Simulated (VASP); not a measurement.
A run of VASP 6.6.1 is set up as follows.

INCAR

```
SYSTEM = SiO2
ALGO = Normal
EDIFF = 1E-6
ENCUT = 520
GGA = PE
ISIF = 2
ISMEAR = 0
LASPH = .True.
LCHARG = .False.
LREAL = .False.
LWAVE = .False.
NBANDS = 25
NELM = 100
PREC = Accurate
SIGMA = 0.05
```

KPOINTS

```
k-points
0
Gamma
  6 6 8
  0 0 0
```

File POSCAR:

```
SiO2
1.0
    4.2041000000      0.0000000000      0.0000000000
    0.0000000000      4.2041000000      0.0000000000
    0.0000000000      0.0000000000      2.4477000000
Si O
2 4
Direct
    0.5000000000      0.5000000000      0.5000000000
    0.0000000000      0.0000000000      0.0000000000
    0.6930127928      0.6930127928      0.0000000000
    0.1930127928      0.8069872072      0.5000000000
    0.3069872072      0.3069872072      0.0000000000
    0.8069872072      0.1930127928      0.5000000000
```

Potentials or basis: VASP PAW PBE potentials, release 64 (Si, O).

Run with:

```bash
$ cat potpaw_PBE.64/Si/POTCAR potpaw_PBE.64/O/POTCAR > POTCAR
$ mpirun -np 1 vasp_std > vasp.out
```

**Question.** Predict the largest force.

**Answer.** 0.660 eV/Å.

**Question.** Estimate the band gap on the k mesh.

**Answer.** 7.22 eV.

**Question.** Predict the pressure.

**Answer.** 49.1 GPa.

Forces in eV/Å, atoms in the order of the input:
```
Si   0.000  0.000  0.000
Si   0.000  0.000  0.000
O    0.466  0.466  0.000
O    0.466 -0.466  0.000
O   -0.466 -0.466  0.000
O   -0.466  0.466  0.000
```

Caveat: the cell stands under pressure. A k mesh can miss the band edges.
